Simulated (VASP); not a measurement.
# LiF (P6_3mc) in VASP: notebook

The runs below take LiF through single point, with LDA.

Everything below comes from runs of VASP 6.6.1. Logs are shortened: lines on timing, memory, paths and dates and some standing lists are left out, and cuts for length are marked.

**1. The cell of the first run**

Symmetry: P6_3mc, No. 186, hexagonal system. Conventional cell: a = 3.115 Å, b = 3.115 Å, c = 4.407 Å, α = 90.00°, β = 90.00°, γ = 120.00°. Within 2.4 Å of Li (site symmetry 3m) lie 4 F at 1.77 to 1.85 Å. Within 2.4 Å of F (site symmetry 3m) lie 4 Li at 1.77 to 1.85 Å.

**2. Single point, LDA (c/a of the conventional cell at fixed volume 1.4146)**

INCAR reads:

```
SYSTEM = LiF
ALGO = Normal
EDIFF = 1E-6
ENCUT = 520
GGA = CA
ISIF = 2
ISMEAR = 0
LASPH = .True.
LCHARG = .True.
LELF = .True.
LREAL = .False.
LVHAR = .True.
LWAVE = .False.
NBANDS = 18
NELM = 80
PREC = Accurate
SIGMA = 0.05
```

KPOINTS reads:

```
k-points
0
Gamma
  9 9 6
  0 0 0
```

POSCAR reads:

```
LiF
1.0
    3.1154738578      0.0000000000      0.0000000000
   -1.5577369289      2.6980795057      0.0000000000
    0.0000000000      0.0000000000      4.4071493192
Li F
2 2
Direct
    0.3333333333      0.6666666667      0.3933365971
    0.6666666667      0.3333333333      0.8933365971
    0.3333333333      0.6666666667      0.9910195924
    0.6666666667      0.3333333333      0.4910195924
```

Potentials or basis: VASP PAW LDA potentials, release 64 (Li_sv, F).

Run with:

```sh
$ cat potpaw_LDA.64/Li_sv/POTCAR potpaw_LDA.64/F/POTCAR > POTCAR
$ mpirun -np 1 vasp_std > vasp.out
```

OUTCAR:

```text
SYSTEM = LiF
   EDIFF = 1E-6
   ENCUT = 520
   GGA = CA
   ISIF = 2
   ISMEAR = 0
   LASPH = .True.
   LREAL = .False.
   NELM = 80
   PREC = Accurate

 ion  position               nearest neighbor table
   1  0.333  0.667  0.393-   3 1.77   4 1.85   4 1.85   4 1.85
   2  0.667  0.333  0.893-   4 1.77   3 1.85   3 1.85   3 1.85
   3  0.333  0.667  0.991-   1 1.77   2 1.85   2 1.85   2 1.85
   4  0.667  0.333  0.491-   2 1.77   1 1.85   1 1.85   1 1.85

  LATTYP: Found a hexagonal cell.
 ALAT       =     3.1154738578
 C/A-ratio  =     1.4146000000

  Lattice vectors:

 A1 = (   3.1154738578,   0.0000000000,   0.0000000000)
 A2 = (  -1.5577369289,   2.6980795057,   0.0000000000)
 A3 = (   0.0000000000,   0.0000000000,   4.4071493192)

Analysis of symmetry for initial positions (statically):
=====================================================================
 Subroutine PRICEL returns:
 Original cell was already a primitive cell.

 Routine SETGRP: Setting up the symmetry group for a
 hexagonal supercell.

 Subroutine GETGRP returns: Found 12 space group operations
 (whereof  6 operations were pure point group operations)
 out of a pool of 24 trial point group operations.

The static configuration has the point symmetry C_3v.
 The point group associated with its full space group is C_6v.

Analysis of symmetry for dynamics (positions and initial velocities):
=====================================================================
 Subroutine PRICEL returns:
 Original cell was already a primitive cell.

 Routine SETGRP: Setting up the symmetry group for a
 hexagonal supercell.

 Subroutine GETGRP returns: Found 12 space group operations
 (whereof  6 operations were pure point group operations)
 out of a pool of 24 trial point group operations.

The dynamic configuration has the point symmetry C_3v.
 The point group associated with its full space group is C_6v.

 Subroutine INISYM returns: Found 12 space group operations
 (whereof  6 operations are pure point group operations),
 and found     1 'primitive' translations

----------------------------------------------------------------------------------------

                                     Primitive cell

  volume of cell :      37.0456

  direct lattice vectors                    reciprocal lattice vectors
[... 84 lines left out ...]
   ICHARG =      2    charge: 1-file 2-atom 10-const
   ISPIN  =      1    spin polarized calculation?
   LNONCOLLINEAR =      F non collinear calculations
   LSORBIT =      F    spin-orbit coupling
   LASPH  =      T    aspherical Exc in radial PAW
   ENCUT  =  520.0 eV  38.22 Ry    6.18 a.u.   5.79  5.79  8.19*2*pi/ulx,y,z
   NELM   =     80;   NELMIN=  2; NELMDL= -5     # of ELM steps
   EDIFF  = 0.1E-05   stopping-criterion for ELM
   LREAL  =      F    real-space projection
   EDIFFG = 0.1E-04   stopping-criterion for IOM
   NSW    =      0    number of steps for IOM
   IBRION =     -1    ionic relax: 0-MD 1-quasi-New 2-CG
   NFREE  =      0    steps in history (QN), initial steepest desc. (CG)
   ISIF   =      2    stress and relaxation
   ISYM   =      2    0-nonsym 1-usesym 2-fastsym
   POTIM  = 0.5000    time-step for ionic-motion
   TEBEG  =    0.0;   TEEND  =   0.0 temperature during run
   PSTRESS=    0.0 pullay stress
   NELECT =      20.0000    total number of electrons
   NUPDOWN=      -1.0000    fix difference up-down
   EMIN   =  10.00;   EMAX   =-10.00  energy-range for DOS
   EFERMI =   0.00;   METHOD = LEGACY
   ISMEAR =     0;   SIGMA  =   0.05  broadening in eV -4-tet -1-fermi 0-gaus
   EFERMI_NEDOS =   21; number of points for ismear=-14 and -15
   IALGO  =     38    algorithm
   IMIX   =      4    mixing-type and parameters
     AMIX     =   0.40;   BMIX     =  1.00
     AMIX_MAG =   1.60;   BMIX_MAG =  1.00
  volume/ion in A,a.u.               =       9.26        62.50
  Fermi-wavevector in a.u.,A,eV,Ry     =   1.333028  2.519058 24.177060  1.776964
  Thomas-Fermi vector in A             =   2.461918
   LORBIT       =      0    0 simple, 1 ext, 2 COOP (PROOUT), +10 PAW based schemes
   GGA     = CA    functional components
   LHFCALC =     F    Hartree Fock is set to
   AEXX    =    0.0000 exact exchange contribution
   IVDW    =     0    specifies the selected vdW correction
   LEPSILON=     F    determine dielectric tensor
   LRPA    =     F    only Hartree local field effects (RPA)
 non-spin polarized calculation
 Gauss-broadening in eV      SIGMA  =   0.05
  energy-cutoff  :      520.00
  volume of cell :       37.05
 maximum number of plane-waves:      1012
 NGX is ok and might be reduce to    24
   NGX = 11   NGY = 11   NGZ = 17

 number of electron      19.9999975 magnetization

 Free energy of the ion-electron system (eV)
  ---------------------------------------------------
  ext. energy  EPLUGINS =         0.00000000
  ---------------------------------------------------
  free energy    TOTEN  =       -20.78389346 eV

  energy without entropy =      -20.78389346  energy(sigma->0) =      -20.78389346

 E-fermi :  -1.8972     XC(G=0):  -9.8664

 val. band max:       -2.2589434572   @ k =   0.0000   0.0000   0.0000
 cond. band min:       5.4307550854   @ k =   0.0000   0.0000   0.0000
 fundamental gap:      7.6896985426
 Fermi energy:        -1.8972321511

 k-point     1 :       0.0000    0.0000    0.0000
  band No.  band energies     occupation
      1     -41.6012      2.00000
      2     -41.5178      2.00000
      3     -21.5644      2.00000
      4     -21.1635      2.00000
      5      -4.9358      2.00000
      6      -3.1520      2.00000
[... 481 lines left out ...]
      5      -4.7697      2.00000
      6      -3.8182      2.00000
[... 10 lines left out ...]
     17      16.5821      0.00000
     18      19.0228      0.00000

 [... further k-points ...]
[... 5 lines left out ...]
  --------------------------------------------------------------------------------------
  -------------------------------------------------------------------------------------
  Total       -0.5536107     -0.5536107      0.8062310      0.0000000      0.0000000      0.0000000
  in kB      -23.9429926    -23.9429926     34.8685157      0.0000000      0.0000000      0.0000000
  external PRESSURE =      -4.3391565 kB  Pullay stress =       0.0000000 kB

 VOLUME and BASIS-vectors are now :
 -----------------------------------------------------------------------------
  energy-cutoff  :      520.00
  volume of cell :       37.05
      direct lattice vectors                 reciprocal lattice vectors
     3.115473858  0.000000000  0.000000000     0.320978460  0.185317000  0.000000000
    -1.557736929  2.698079506  0.000000000     0.000000000  0.370634000  0.000000000
     0.000000000  0.000000000  4.407149319     0.000000000  0.000000000  0.226904043

 POSITION                                       TOTAL-FORCE (eV/Angst)
 -----------------------------------------------------------------------------------
     -0.00000      1.79872      1.73349         0.000000      0.000000      0.289940
      1.55774      0.89936      3.93707        -0.000000     -0.000000      0.289940
     -0.00000      1.79872      4.36757         0.000000     -0.000000     -0.289940
      1.55774      0.89936      2.16400         0.000000      0.000000     -0.289940
 -----------------------------------------------------------------------------------
    total drift:                                0.000000      0.000001      0.000233

  FREE ENERGIE OF THE ION-ELECTRON SYSTEM (eV)
  ---------------------------------------------------
  free  energy   TOTEN  =       -20.7838934616 eV

  energy  without entropy=      -20.7838934616  energy(sigma->0) =      -20.78389346
```

stdout:

```text
POSCAR found type information on POSCAR LiF
 POSCAR found :  2 types and       4 ions
 scaLAPACK will be used
 LDA part: xc-table for (Slater(with rela. corr.)+CA(PZ))
 , standard interpolation
 POSCAR, INCAR and KPOINTS ok, starting setup
 FFT: planning ... GRIDC
 FFT: planning ... GRID_SOFT
 FFT: planning ... GRID
 WAVECAR not read
 entering main loop
```

It used 34 s of CPU time on 1 thread of AMD EPYC 7R13 Processor (Zen 3), on a shared host.

Results:

| Property | Result |
| --- | --- |
| Free energy | -20.7839 eV |
| Largest force | 0.290 eV/Å |
| Band gap on the k mesh | 7.69 eV, direct |

Forces on the atoms (eV/Å):
```
Li   0.000  0.000  0.290
Li   0.000  0.000  0.290
F    0.000  0.000 -0.290
F    0.000  0.000 -0.290
```

Levels at points of the mesh, in eV from the valence-band top:
```
           k point  band 8  band 9  band 10  band 11  band 12  band 13
(0.00, 0.00, 0.00)   -0.36   -0.36     0.00     7.69    12.68    16.00
(0.00, 0.00, 0.50)   -0.63   -0.63    -0.63     9.61     9.61    17.86
```

Caveat: the cutoff is under 1.25 times the usual one of these potentials, so pressure, stress and relaxed cells hold a basis-set (Pulay) error.

**3. Single point, LDA (c/a of the conventional cell at fixed volume 1.6114)**

INCAR reads:

```
PREC = Accurate
ENCUT = 520
EDIFF = 1E-7
ISMEAR = 0
SIGMA = 0.05
LREAL = False
LASPH = True
NELM = 80
ALGO = Normal
ISIF = 2
LWAVE = False
LCHARG = True
LELF = True
LVHAR = True
NBANDS = 18
```

KPOINTS reads:

```
regular mesh
0
Gamma
  9 9 6
```

POSCAR reads:

```
LiF
1.0
    2.9830981508      0.0000000000      0.0000000000
   -1.4915490754      2.5834387805      0.0000000000
    0.0000000000      0.0000000000      4.8069643601
Li F
2 2
Direct
    0.3333333333      0.6666666667      0.3465456496
    0.6666666667      0.3333333333      0.8465456496
    0.3333333333      0.6666666667      0.9910195924
    0.6666666667      0.3333333333      0.4910195924
```

Potentials or basis: VASP PAW LDA potentials, release 64 (Li_sv, F).

Run with:

```sh
$ cat potpaw_LDA.64/Li_sv/POTCAR potpaw_LDA.64/F/POTCAR > POTCAR
$ mpirun -np 1 vasp_std > vasp.out
```

Run time: 29 s. Hardware: 1 thread of Intel Xeon Platinum 8488C (Sapphire Rapids), shared host; peak memory 0.14 GiB.

The run converged. Its results:

```yaml
Free_energy: -20.7311 eV
Largest_force: 0.684 eV/Å
Band_gap_on_the_k_mesh: 7.91 eV, direct
```

Forces on the atoms (eV/Å):
```
Li   0.000  0.000  0.684
Li   0.000  0.000  0.684
F    0.000  0.000 -0.684
F    0.000  0.000 -0.684
```

Levels at points of the mesh, in eV from the valence-band top:
```csv
k point,band 6,band 7,band 8,band 9,band 10,band 11,band 12,band 13,band 14,band 15
"(0.00, 0.00, 0.00)",-0.34,-0.34,-0.18,0.00,0.00,7.91,12.05,15.38,19.02,19.02
"(0.00, 0.00, 0.50)",-1.26,-0.17,-0.17,-0.17,-0.17,9.49,9.49,17.87,17.87,19.32
```

Caveat: the cutoff is under 1.25 times the usual one of these potentials, so pressure, stress and relaxed cells hold a basis-set (Pulay) error.

**4. Single point, LDA (c/a of the conventional cell at fixed volume 1.4884)**

INCAR reads:

```
PREC = Accurate
ENCUT = 520
EDIFF = 1E-6
ISMEAR = 0
SIGMA = 0.05
LREAL = False
LASPH = True
NELM = 60
ALGO = Normal
ISIF = 2
LWAVE = False
LCHARG = True
GGA = CA
LELF = True
LVHAR = True
NBANDS = 18
```

KPOINTS reads:

```
Automatic mesh
0
Gamma
  9 9 6
```

POSCAR reads:

```
LiF
1.0
    3.0631065845      0.0000000000      0.0000000000
   -1.5315532922      2.6527281167      0.0000000000
    0.0000000000      0.0000000000      4.5591278403
Li F
2 2
Direct
    0.3333333333      0.6666666667      0.3559038391
    0.6666666667      0.3333333333      0.8559038391
    0.3333333333      0.6666666667      0.9910195924
    0.6666666667      0.3333333333      0.4910195924
```

Run with:

```sh
$ cat potpaw_LDA.64/Li_sv/POTCAR potpaw_LDA.64/F/POTCAR > POTCAR
$ mpirun -np 1 vasp_std > vasp.out
```

Wall time 21 s (1 thread of Intel Xeon Platinum 8488C (Sapphire Rapids), shared host); peak memory 0.14 GiB.

Results (log left out):

```yaml
Free_energy: -20.6627 eV
Largest_force: 1.025 eV/Å
Band_gap_on_the_k_mesh: 7.92 eV, direct
```

Forces on the atoms (eV/Å):
```
Li   0.000  0.000  1.025
Li   0.000  0.000  1.025
F    0.000  0.000 -1.025
F    0.000  0.000 -1.025
```

Levels at points of the mesh, in eV from the valence-band top:
| k point | band 7 | band 8 | band 9 | band 10 | band 11 | band 12 | band 13 | band 14 |
| --- | --- | --- | --- | --- | --- | --- | --- | --- |
| (0.00, 0.00, 0.00) | -0.50 | -0.04 | -0.04 | 0.00 | 7.92 | 12.50 | 15.93 | 18.37 |
| (0.00, 0.00, 0.50) | -0.27 | -0.27 | -0.27 | -0.27 | 9.62 | 9.62 | 18.60 | 18.60 |

Caveat: the cutoff is under 1.25 times the usual one of these potentials, so pressure, stress and relaxed cells hold a basis-set (Pulay) error; forces of over 1 eV/Å act on the atoms, so gaps and moduli don't describe the material at rest. A k mesh can miss the band edges.

**5. Single point, LDA (c/a of the conventional cell at fixed volume 1.5376)**

INCAR reads:

```
  ALGO = Normal
  EDIFF = 1E-6
  ENCUT = 520
  ISIF = 2
  ISMEAR = 0
  LASPH = True
  LCHARG = False
  LREAL = False
  LWAVE = False
  NBANDS = 18
  NELM = 100
  PREC = Accurate
  SIGMA = 0.05
```

KPOINTS reads:

```
k-points
0
Gamma
  9 9 6
```

POSCAR reads:

```
LiF
1.0
    3.0300909680      0.0000000000      0.0000000000
   -1.5150454840      2.6241357541      0.0000000000
    0.0000000000      0.0000000000      4.6590208518
Li F
2 2
Direct
    0.3333333333      0.6666666667      0.3371874601
    0.6666666667      0.3333333333      0.8371874601
    0.3333333333      0.6666666667      0.9910195924
    0.6666666667      0.3333333333      0.4910195924
```

Run with:

```sh
$ cat potpaw_LDA.64/Li_sv/POTCAR potpaw_LDA.64/F/POTCAR > POTCAR
$ mpirun -np 1 vasp_std > vasp.out
```

Wall time 23 s (1 thread of Intel Xeon Platinum 8488C (Sapphire Rapids), shared host); peak memory 0.14 GiB.

It converged, with:

| Property | Result |
| --- | --- |
| Free energy | -20.5315 eV |
| Largest force | 1.605 eV/Å |
| Band gap on the k mesh | 7.88 eV, direct |

Forces in eV/Å, atoms in the order of the input:
```
Li   0.000  0.000  1.605
Li   0.000  0.000  1.605
F    0.000  0.000 -1.605
F    0.000  0.000 -1.605
```

Levels at points of the mesh, in eV from the valence-band top:
```
           k point  band 8  band 9  band 10  band 11  band 12  band 13
(0.00, 0.00, 0.00)   -0.18    0.00     0.00     7.88    12.30    15.59
(0.00, 0.00, 0.50)   -0.21   -0.21    -0.21     9.47     9.47    18.47
```

Caveat: the cutoff is under 1.25 times the usual one of these potentials, so pressure, stress and relaxed cells hold a basis-set (Pulay) error; forces of over 1 eV/Å act on the atoms, so gaps and moduli don't describe the material at rest. A k mesh can miss the band edges.

[end of part 1 of 2]
